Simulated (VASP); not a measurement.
A run of VASP 6.6.1 is set up as follows.

File INCAR:

```
SYSTEM = ZrOF2
ALGO = Normal
EDIFF = 1E-7
ENCUT = 520
GGA = PE
ISIF = 2
ISMEAR = 0
LASPH = .True.
LCHARG = .False.
LREAL = .False.
LWAVE = .False.
NBANDS = 42
NELM = 80
PREC = Accurate
SIGMA = 0.1
```

KPOINTS

```
k-points
0
Gamma
  4 4 2
  0 0 0
```

The input POSCAR:

```
ZrOF2
1.0
   -1.9755711229      3.4217895587      0.0000000000
    0.0000000000      0.0000000000      3.9663123165
    5.9267133686      3.4217895587      0.0000000000
Zr O F
2 2 4
Direct
    0.5000000000      0.0000000000      0.5000000000
    0.0000000000      0.0000000000      0.0000000000
    0.5000000000      0.5000000000      0.5000000000
    0.0000000000      0.5000000000      1.0000000000
    0.5000000000      0.0000000000      0.1666666667
    0.0000000000      0.0000000000      0.6666666667
    1.0000000000      0.0000000000      0.3333333333
    0.5000000000      0.0000000000      0.8333333333
```

Potentials or basis: VASP PAW PBE potentials, release 64 (Zr_sv, O, F).

Launch:

```console
$ cat potpaw_PBE.64/Zr_sv/POTCAR potpaw_PBE.64/O/POTCAR potpaw_PBE.64/F/POTCAR > POTCAR
$ mpirun -np 1 vasp_std > vasp.out
```

Question: Predict the band gap on the k mesh.

Answer: 3.56 eV.

Question: Predict the pressure.

Answer: 0.2 GPa.

Forces in eV/Å, atoms in the order of the input:
```
Zr   0.000  0.000  0.000
Zr   0.000  0.000  0.000
O    0.000  0.000  0.000
O    0.000  0.000  0.000
F    0.002  0.001  0.000
F    0.002  0.001  0.000
F   -0.002 -0.001  0.000
F   -0.002 -0.001  0.000
```

Caveat: the k points lie up to 0.46 Å⁻¹ apart. A k mesh can miss the band edges.
